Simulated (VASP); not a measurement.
# Dy3GaS2: relaxation of cell and atoms with PBE

The system is Dy3GaS2.

```
Dy Ga S
1.0
     5.39598    0.00000    0.00000
    -2.69799    4.67305    0.00000
     0.00000    0.00000    5.64248
Dy Ga S
3 1 2
Direct
  0.50000 0.00000 0.50000
  0.00000 0.50000 0.50000
  0.50000 0.50000 0.50000
  0.00000 0.00000 0.50000
  0.00000 0.00000 0.82564
  0.00000 0.00000 0.17436
```

The cell was generated, and may not be a known phase.

* Program: VASP 6.6.1
* Task: relaxation of cell and atoms
* Functional: PBE
* Potentials or basis: VASP PAW PBE potentials, release 64 (Dy_3, Ga_d, S), 4f in core
* Cutoff: 500 eV
* k mesh: 4 × 4 × 3
* Occupations: gaussian, width 0.2 eV
* Spin: no spin polarisation
* Dipole correction: no
* Further INCAR settings: ALGO = Normal; EDIFF = 1e-07; IBRION = 2; EDIFFG = -0.08; NSW = 36; ISIF = 3

The relaxed volume is 39.03 Å³/atom, the relaxed cell is a = 6.153 Å, b = 6.153 Å, c = 7.143 Å, α = 90.00°, β = 90.00°, γ = 120.00° and the space group after relaxing (to 0.1 Å) is P6/mmm (No. 191). The energy gained by relaxing is 1428.9 meV/atom, the ionic steps are 10 and the pressure after relaxing is 0.3 GPa. The largest force after relaxing is 0.039 eV/Å and the band gap on the k mesh is zero (bands 26 and 27 overlap by 1.05 eV).

Forces in eV/Å, atoms in the order of the input:
```
Dy   0.000  0.000  0.000
Dy   0.000  0.000  0.000
Dy   0.000  0.000  0.000
Ga   0.000  0.000  0.000
S    0.000  0.000 -0.039
S    0.000  0.000  0.039
```

Step by step:
```tsv
step	energy change (eV)	largest force (eV/Å)	pressure (GPa)	volume (Å³)
1	0.0000	4.6746	39.14	142.28
2	-7.3451	0.2697	-2.87	294.05
3	-8.2404	1.3741	2.13	222.76
4	-8.2606	1.1328	0.52	235.25
5	-8.2676	1.2184	1.00	231.15
6	-8.4306	0.7685	-0.37	240.21
7	-8.4575	0.5685	-0.94	246.99
8	-8.5253	0.3986	-0.42	240.82
9	-8.5467	0.1629	0.25	235.12
10	-8.5734	0.0394	0.27	234.18
```

Final structure:
```
CELL_PARAMETERS angstrom
6.15289 0.00000 0.00000
-3.07644 5.32856 0.00000
0.00000 0.00000 7.14258
ATOMIC_POSITIONS crystal
Dy 0.50000 0.00000 0.50000
Dy 0.00000 0.50000 0.50000
Dy 0.50000 0.50000 0.50000
Ga 0.00000 0.00000 0.50000
S 0.00000 0.00000 0.82569
S 0.00000 0.00000 0.17431
```

Levels at points of the mesh, in eV from the Fermi level:
| k point | band 22 | band 23 | band 24 | band 25 | band 26 | band 27 | band 28 | band 29 | band 30 | band 31 |
| --- | --- | --- | --- | --- | --- | --- | --- | --- | --- | --- |
| (0.00, 0.00, 0.00) | -1.84 | -1.55 | -1.22 | -0.80 | -0.76 | -0.76 | 0.22 | 1.17 | 1.17 | 1.75 |
| (0.50, 0.00, 0.00) | -1.51 | -1.44 | -1.05 | -0.82 | -0.17 | -0.11 | 0.25 | 0.93 | 1.29 | 1.65 |

Run time: 4.1 min on 1 thread of AMD EPYC 9R45 96-Core Processor (Zen 5), with other jobs on the host, peak memory 0.24 GiB.

Caveat: the k points lie up to 0.29 Å⁻¹ apart in the final cell, too coarse for converged energies and pressures of a metal; the volume moved by over 15 % at a fixed basis, so the end points are rough; spin-orbit coupling is left out, which moves the levels of the heavy elements; the 4f electrons are frozen in the core, so they carry no moment and show no levels; the run has no spin polarisation, though such a crystal can be magnetic; the relaxation stopped at a loose force limit of 0.08 eV/Å, so its end isn't a converged minimum. Spin polarisation is off, so any magnetic state and its effect on volume and gap are missing.
